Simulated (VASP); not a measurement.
# SnSe2 in VASP: a series of runs

The runs below take SnSe2 through single point, with HSE06, PBE.

All numbers are computed with VASP 6.6.1; they aren't measurements. Logs are shortened: lines on timing, memory, paths and dates and some standing lists are left out, and cuts for length are marked.

### Step 1. The cell of the first run

It takes space group P-3m1 (No. 164, trigonal). The conventional cell has a = 3.811 Å, b = 3.811 Å, c = 6.136 Å, α = 90.00°, β = 90.00°, γ = 120.00°. Sn (site symmetry -3m) has 6 Se at 2.68 Å within 3.5 Å. Se (site symmetry 3m) has 3 Sn at 2.68 Å within 3.5 Å.

### Step 2. Single point, HSE06

Contents of POSCAR:

```
SnSe2
1.0
    3.8110000000      0.0000000000      0.0000000000
   -1.9055000000      3.3004228138      0.0000000000
    0.0000000000      0.0000000000      6.1360000000
Sn Se
1 2
Direct
    0.0000000000      0.0000000000      0.0000000000
    0.6666666667      0.3333333333      0.7510000000
    0.3333333333      0.6666666667      0.2490000000
```

Contents of INCAR.step1:

```
ALGO = Normal ; EDIFF = 1E-5
ENCUT = 400 ; GGA = PE
GGA_COMPAT = False ; ISIF = 2
ISMEAR = -1 ; KPAR = 4
LASPH = True ; LCHARG = False
LREAL = False ; LWAVE = True
NBANDS = 20 ; NELM = 120
PREC = Accurate ; SIGMA = 0.05
```

Contents of INCAR.step2:

```
ALGO = Normal ; EDIFF = 1E-6
ENCUT = 400 ; GGA = PE
GGA_COMPAT = False ; HFSCREEN = 0.2079
ISIF = 2 ; ISMEAR = -1
ISTART = 1 ; KPAR = 4
LASPH = True ; LCHARG = False
LHFCALC = True ; LREAL = False
LWAVE = False ; NBANDS = 20
NELM = 120 ; PREC = Accurate
PRECFOCK = Normal ; SIGMA = 0.05
```

Contents of KPOINTS:

```
k-points
0
Gamma
  6 6 4
```

Potentials or basis: VASP PAW PBE potentials, release 64 (Sn_d, Se).

Started as:

```
cat potpaw_PBE.64/Sn_d/POTCAR potpaw_PBE.64/Se/POTCAR > POTCAR
cp INCAR.step1 INCAR
mpirun -np 4 vasp_std > vasp.out
cp INCAR.step2 INCAR
mpirun -np 4 vasp_std > vasp.out
```

OUTCAR:

```text
EDIFF = 1E-6
   ENCUT = 400
   GGA = PE
   HFSCREEN = 0.2079
   ISIF = 2
   ISMEAR = -1
   ISTART = 1
   LASPH = True
   LHFCALC = True
   LREAL = False
   NELM = 120
   PREC = Accurate
   PRECFOCK = Normal

 ion  position               nearest neighbor table
   1  0.000  0.000  0.000-   2 2.68   3 2.68   3 2.68   2 2.68   2 2.68   3 2.68
   2  0.667  0.333  0.751-   1 2.68   1 2.68   1 2.68
   3  0.333  0.667  0.249-   1 2.68   1 2.68   1 2.68

  LATTYP: Found a hexagonal cell.
 ALAT       =     3.8110000000
 C/A-ratio  =     1.6100760955

  Lattice vectors:

 A1 = (   3.8110000000,   0.0000000000,   0.0000000000)
 A2 = (  -1.9055000000,   3.3004228138,   0.0000000000)
 A3 = (   0.0000000000,   0.0000000000,   6.1360000000)

Analysis of symmetry for initial positions (statically):
=====================================================================
 Subroutine PRICEL returns:
 Original cell was already a primitive cell.

 Routine SETGRP: Setting up the symmetry group for a
 hexagonal supercell.

 Subroutine GETGRP returns: Found 12 space group operations
 (whereof 12 operations were pure point group operations)
 out of a pool of 24 trial point group operations.

The static configuration has the point symmetry D_3d.

Analysis of symmetry for dynamics (positions and initial velocities):
=====================================================================
 Subroutine PRICEL returns:
 Original cell was already a primitive cell.

 Routine SETGRP: Setting up the symmetry group for a
 hexagonal supercell.

 Subroutine GETGRP returns: Found 12 space group operations
 (whereof 12 operations were pure point group operations)
 out of a pool of 24 trial point group operations.

The dynamic configuration has the point symmetry D_3d.

 Subroutine INISYM returns: Found 12 space group operations
 (whereof 12 operations are pure point group operations),
 and found     1 'primitive' translations

----------------------------------------------------------------------------------------

                                     Primitive cell

  volume of cell :      77.1781

  direct lattice vectors                    reciprocal lattice vectors
     3.811000000  0.000000000  0.000000000     0.262398321  0.151495741  0.000000000
    -1.905500000  3.300422814  0.000000000     0.000000000  0.302991482  0.000000000
     0.000000000  0.000000000  6.136000000     0.000000000  0.000000000  0.162972621

  length of vectors
     3.811000000  3.811000000  6.136000000     0.302991482  0.302991482  0.162972621

  position of ions in fractional coordinates (direct lattice)
     0.000000000  0.000000000  0.000000000
     0.666666667  0.333333333  0.751000000
     0.333333333  0.666666667  0.249000000

  ion indices of the primitive-cell ions
   primitive index   ion index
                 1           1
                 2           2
                 3           3

----------------------------------------------------------------------------------------

 KPOINTS: k-points

Automatic generation of k-mesh.
 Grid dimensions read from file:
 generate k-points for:    6    6    4

 Generating k-lattice:

  Cartesian coordinates                     Fractional coordinates (reciprocal lattice)
     0.043733053  0.025249290  0.000000000     0.166666667  0.000000000  0.000000000
     0.000000000  0.050498580  0.000000000     0.000000000  0.166666667  0.000000000
     0.000000000  0.000000000  0.040743155     0.000000000  0.000000000  0.250000000

  Length of vectors
     0.050498580  0.050498580  0.040743155

  Shift w.r.t. Gamma in fractional coordinates (k-lattice)
     0.000000000  0.000000000  0.000000000

 Subroutine IBZKPT returns following result:
 ===========================================

 Found     24 irreducible k-points:

 Following reciprocal coordinates:
            Coordinates               Weight
  0.000000  0.000000  0.000000      1.000000
  0.166667 -0.000000  0.000000      6.000000
  0.333333  0.000000  0.000000      6.000000
  0.500000  0.000000  0.000000      3.000000
  0.166667  0.166667  0.000000      6.000000
  0.333333  0.166667  0.000000     12.000000
[... 16 lines left out ...]
  0.333333  0.166667  0.500000     12.000000
  0.333333  0.333333  0.500000      2.000000
   k-points           NKPTS =     24   k-points in BZ     NKDIM =    144   number of bands    NBANDS=     20
   number of dos      NEDOS =    301   number of ions     NIONS =      3
   total plane-waves  NPLWV =  31360
   dimension x,y,z NGX =    28 NGY =   28 NGZ =   40
   dimension x,y,z NGXF=    56 NGYF=   56 NGZF=   80
   ions per type =               1   2
   NGX,Y,Z   is equivalent  to a cutoff of  12.21, 12.21, 10.84 a.u.
   NGXF,Y,Z  is equivalent  to a cutoff of  24.43, 24.43, 21.67 a.u.
 SYSTEM =  unknown system
   PREC   = accura    normal or accurate (medium, high low for compatibility)
   ISTART =      1    job   : 0-new  1-cont  2-samecut
   ICHARG =      0    charge: 1-file 2-atom 10-const
   ISPIN  =      1    spin polarized calculation?
   LNONCOLLINEAR =      F non collinear calculations
   LSORBIT =      F    spin-orbit coupling
   LASPH  =      T    aspherical Exc in radial PAW
   ENCUT  =  400.0 eV  29.40 Ry    5.42 a.u.   6.21  6.21 10.01*2*pi/ulx,y,z
   NELM   =    120;   NELMIN=  2; NELMDL=  0     # of ELM steps
   EDIFF  = 0.1E-05   stopping-criterion for ELM
   LREAL  =      F    real-space projection
   EDIFFG = 0.1E-04   stopping-criterion for IOM
   NSW    =      0    number of steps for IOM
   IBRION =     -1    ionic relax: 0-MD 1-quasi-New 2-CG
   NFREE  =      0    steps in history (QN), initial steepest desc. (CG)
   ISIF   =      2    stress and relaxation
   ISYM   =      3    0-nonsym 1-usesym 2-fastsym
   POTIM  = 0.5000    time-step for ionic-motion
   TEBEG  =    0.0;   TEEND  =   0.0 temperature during run
   PSTRESS=    0.0 pullay stress
   NELECT =      26.0000    total number of electrons
   NUPDOWN=      -1.0000    fix difference up-down
   EMIN   =  10.00;   EMAX   =-10.00  energy-range for DOS
   EFERMI =   0.00;   METHOD = LEGACY
   ISMEAR =    -1;   SIGMA  =   0.05  broadening in eV -4-tet -1-fermi 0-gaus
   EFERMI_NEDOS =   21; number of points for ismear=-14 and -15
   IALGO  =     38    algorithm
   IMIX   =      1    mixing-type and parameters
     AMIX     =   0.40;   BMIX     =  1.00
     AMIX_MAG =   1.60;   BMIX_MAG =  1.00
  volume/ion in A,a.u.               =      25.73       173.61
  Fermi-wavevector in a.u.,A,eV,Ry     =   1.139116  2.152617 17.654722  1.297585
  Thomas-Fermi vector in A             =   2.275820
   LORBIT       =      0    0 simple, 1 ext, 2 COOP (PROOUT), +10 PAW based schemes
   GGA     = PE    functional components
   LHFCALC =     T    Hartree Fock is set to
   PRECFOCK=normal    Normal, Fast or Accurate (Low or Medium for compatibility)
   ENCUT4O =  -1.0   cutoff for four orbital integrals eV
   NKREDX  =     1    reduce k-point grid by
   NKREDY  =     1    reduce k-point grid by
   NKREDZ  =     1    reduce k-point grid by
   AEXX    =    0.2500 exact exchange contribution
   HFSCREEN=    0.2079 screening length (either q_TF or 0.3 A-1)
   HFSCREENC=   0.2079 screening length for correlation (either q_TF or 0.3 A-1)
   ENCUTFOCK=  -1.0 apply spherical cutoff to Coloumb kernel
   IVDW    =     0    specifies the selected vdW correction
   LEPSILON=     F    determine dielectric tensor
   LRPA    =     F    only Hartree local field effects (RPA)
 non-spin polarized calculation
  energy-cutoff  :      400.00
  volume of cell :       77.18
 maximum number of plane-waves:      1422
 NGX is ok and might be reduce to    28
  NGX = 20; NGY = 20; NGZ = 32

 number of electron      26.0000016 magnetization

 Free energy of the ion-electron system (eV)
  ---------------------------------------------------
  ext. energy  EPLUGINS =         0.00000000
  ---------------------------------------------------
  free energy    TOTEN  =       -14.52122664 eV

  energy without entropy =      -14.52122660  energy(sigma->0) =      -14.52122662

 E-fermi :   4.3564     XC(G=0):  -7.8583

 val. band max:        3.5839355314   @ k =   0.0000   0.0000   0.0000
 cond. band min:       5.1185763630   @ k =   0.5000   0.0000   0.2500
 fundamental gap:      1.5346408316
 Fermi energy:         4.3563838653

 k-point     1 :       0.0000    0.0000    0.0000
  band No.  band energies     occupation
      1     -19.6917      2.00000
      2     -19.6917      2.00000
      3     -19.6346      2.00000
      4     -19.6195      2.00000
      5     -19.6195      2.00000
      6     -11.7010      2.00000
[... 12 lines left out ...]
     19      13.5740      0.00000
     20      13.5740      0.00000

 k-point     2 :       0.1667   -0.0000    0.0000
  band No.  band energies     occupation
      1     -19.7076      2.00000
      2     -19.6848      2.00000
      3     -19.6290      2.00000
      4     -19.6218      2.00000
      5     -19.6154      2.00000
      6     -11.3973      2.00000
[... 12 lines left out ...]
     19      12.8816      0.00000
     20      13.8647      0.00000

 k-point     3 :       0.3333    0.0000    0.0000
  band No.  band energies     occupation
      1     -19.7414      2.00000
      2     -19.6765      2.00000
      3     -19.6364      2.00000
      4     -19.6057      2.00000
      5     -19.6016      2.00000
      6     -10.5823      2.00000
[... 12 lines left out ...]
     19      13.6331      0.00000
     20      14.4961      0.00000

 k-point     4 :       0.5000    0.0000    0.0000
  band No.  band energies     occupation
      1     -19.7586      2.00000
      2     -19.6748      2.00000
      3     -19.6410      2.00000
      4     -19.5965      2.00000
      5     -19.5921      2.00000
      6      -9.8666      2.00000
[... 12 lines left out ...]
     19      14.7642      0.00000
     20      15.4032      0.00000

 k-point     5 :       0.1667    0.1667    0.0000
  band No.  band energies     occupation
      1     -19.7262      2.00000
      2     -19.6842      2.00000
      3     -19.6276      2.00000
      4     -19.6204      2.00000
      5     -19.6026      2.00000
      6     -10.8312      2.00000
[... 12 lines left out ...]
     19      11.5509      0.00000
     20      14.9421      0.00000

 k-point     6 :       0.3333    0.1667    0.0000
  band No.  band energies     occupation
      1     -19.7430      2.00000
      2     -19.6882      2.00000
      3     -19.6315      2.00000
      4     -19.6059      2.00000
      5     -19.5949      2.00000
      6      -9.9514      2.00000
[... 12 lines left out ...]
     19      13.1928      0.00000
     20      14.7566      0.00000

 k-point     7 :       0.3333    0.3333    0.0000
  band No.  band energies     occupation
      1     -19.7183      2.00000
      2     -19.7183      2.00000
      3     -19.6137      2.00000
      4     -19.6137      2.00000
      5     -19.6008      2.00000
      6      -9.3492      2.00000
[... 12 lines left out ...]
     19      13.0196      0.00000
     20      13.0196      0.00000
[... 277 lines left out ...]
 k-point    20 :       0.3333    0.0000    0.5000
  band No.  band energies     occupation
      1     -19.7416      2.00000
      2     -19.6765      2.00000
      3     -19.6365      2.00000
      4     -19.6056      2.00000
      5     -19.6016      2.00000
      6     -10.4208      2.00000
[... 12 lines left out ...]
     19      14.4243      0.00000
     20      14.5797      0.00000

 k-point    21 :       0.5000    0.0000    0.5000
  band No.  band energies     occupation
      1     -19.7588      2.00000
      2     -19.6748      2.00000
      3     -19.6410      2.00000
      4     -19.5964      2.00000
      5     -19.5921      2.00000
      6      -9.7600      2.00000
[... 12 lines left out ...]
     19      14.6283      0.00000
     20      15.5591      0.00000

 k-point    22 :       0.1667    0.1667    0.5000
  band No.  band energies     occupation
      1     -19.7263      2.00000
      2     -19.6842      2.00000
      3     -19.6276      2.00000
      4     -19.6204      2.00000
      5     -19.6025      2.00000
      6     -10.6593      2.00000
[... 12 lines left out ...]
     19      12.6377      0.00000
     20      13.8389      0.00000

 k-point    23 :       0.3333    0.1667    0.5000
  band No.  band energies     occupation
      1     -19.7432      2.00000
      2     -19.6882      2.00000
      3     -19.6316      2.00000
      4     -19.6059      2.00000
      5     -19.5948      2.00000
      6      -9.8335      2.00000
[... 12 lines left out ...]
     19      13.0703      0.00000
     20      14.3611      0.00000

 k-point    24 :       0.3333    0.3333    0.5000
  band No.  band energies     occupation
      1     -19.7185      2.00000
      2     -19.7185      2.00000
      3     -19.6137      2.00000
      4     -19.6137      2.00000
      5     -19.6007      2.00000
      6      -9.3331      2.00000
[... 12 lines left out ...]
     19      13.6668      0.00000
     20      13.7383      0.00000

------------------------ aborting loop because EDIFF is reached ----------------------------------------

  FORCE on cell =-STRESS in cart. coord.  units (eV):
  Direction    XX          YY          ZZ          XY          YZ          ZX
  --------------------------------------------------------------------------------------
  -------------------------------------------------------------------------------------
  Total        1.0146790      1.0146790      1.7264634      0.0000000     -0.0000000      0.0000000
  in kB       21.0642187     21.0642187     35.8405008      0.0000000     -0.0000000      0.0000000
  external PRESSURE =      25.9896460 kB  Pullay stress =       0.0000000 kB

 VOLUME and BASIS-vectors are now :
 -----------------------------------------------------------------------------
  energy-cutoff  :      400.00
  volume of cell :       77.18
      direct lattice vectors                 reciprocal lattice vectors
     3.811000000  0.000000000  0.000000000     0.262398321  0.151495741  0.000000000
    -1.905500000  3.300422814  0.000000000     0.000000000  0.302991482  0.000000000
     0.000000000  0.000000000  6.136000000     0.000000000  0.000000000  0.162972621

 POSITION                                       TOTAL-FORCE (eV/Angst)
 -----------------------------------------------------------------------------------
      0.00000      0.00000      0.00000         0.000000      0.000000     -0.000000
      1.90550      1.10014      4.60814         0.000000      0.000000     -0.315112
     -0.00000      2.20028      1.52786        -0.000000     -0.000000      0.315112
 -----------------------------------------------------------------------------------
    total drift:                               -0.000000      0.000001     -0.000001

  FREE ENERGIE OF THE ION-ELECTRON SYSTEM (eV)
  ---------------------------------------------------
  free  energy   TOTEN  =       -14.5212266359 eV

  energy  without entropy=      -14.5212265953  energy(sigma->0) =      -14.52122662
```

Wall time 17 min (4 MPI ranks of Intel Xeon Platinum 8375C at 2.90GHz (Ice Lake), shared host); peak memory 0.29 GiB.

What came out:

```yaml
Free_energy: -14.5212 eV
Pressure: 2.6 GPa
Largest_force: 0.315 eV/Å
Band_gap_on_the_k_mesh: 1.53 eV (least direct gap 1.91 eV)
```

Forces in eV/Å, atoms in the order of the input:
```
Sn   0.000  0.000  0.000
Se   0.000  0.000 -0.315
Se   0.000  0.000  0.315
```

Stress tensor (GPa, compression positive):
```
2.11 0.00 0.00
0.00 2.11 0.00
0.00 0.00 3.58
```

Caveat: the PAW data sets were made with another functional, which shifts forces and pressure a little; spin-orbit coupling is left out, which moves the levels of the heavy elements; this functional lacks dispersion, which binds the layers, so the pressure and a relaxed spacing across them are unreliable.

### Step 3. Single point, PBE (atoms moved at random)

Contents of INCAR:

```
SYSTEM = SnSe2
PREC = Accurate ; ENCUT = 400
EDIFF = 1E-7 ; ISMEAR = 0
SIGMA = 0.02 ; LREAL = .False.
LASPH = .True. ; ALGO = Normal
NELM = 100 ; ISIF = 2
LWAVE = .False. ; LCHARG = .False.
```

Contents of KPOINTS:

```
k-points
0
Gamma
  7 7 4
```

Contents of POSCAR:

```
SnSe2
1.0
    3.8110000000      0.0000000000      0.0000000000
   -1.9055000000      3.3004228138      0.0000000000
    0.0000000000      0.0000000000      6.1360000000
Sn Se
1 2
Direct
    0.0035600000      0.0009180000     -0.0016430000
    0.6659860000      0.3326080000      0.7535530000
    0.3372520000      0.6704450000      0.2505460000
```

Potentials or basis: VASP PAW PBE potentials, release 64 (Sn_d, Se).

Started as:

```
cat potpaw_PBE.64/Sn_d/POTCAR potpaw_PBE.64/Se/POTCAR > POTCAR
mpirun -np 1 vasp_std > vasp.out
```

It took 55 s on 1 thread of AMD EPYC 9R45 (Zen 5), shared host; peak memory 0.21 GiB.

It converged, with:

```yaml
Free_energy: -11.7337 eV
Pressure: 5.7 GPa
Largest_force: 1.029 eV/Å
Band_gap_on_the_k_mesh: 0.80 eV (least direct gap 1.09 eV)
```

Forces on the atoms (eV/Å):
```
Sn  -0.063  0.009  0.375
Se   0.056  0.033 -1.027
Se   0.006 -0.042  0.652
```

Stress tensor (GPa, compression positive):
```
 5.28  0.04 -0.13
 0.04  5.18 -0.20
-0.13 -0.20  6.76
```

Levels at points of the mesh, in eV from the valence-band top:
```csv
k point,band 11,band 12,band 13,band 14,band 15,band 16
"(0.00, 0.00, 0.00)",-0.38,-0.37,0.00,1.09,2.93,4.60
"(0.00, 0.00, 0.50)",-0.79,-0.24,-0.23,2.42,2.92,4.34
```

Caveat: the cell differs from its parent crystal (atoms moved at random); the cell stands under pressure; spin-orbit coupling is left out, which moves the levels of the heavy elements; an odd mesh through Γ misses points on the zone boundary, where band edges can lie.
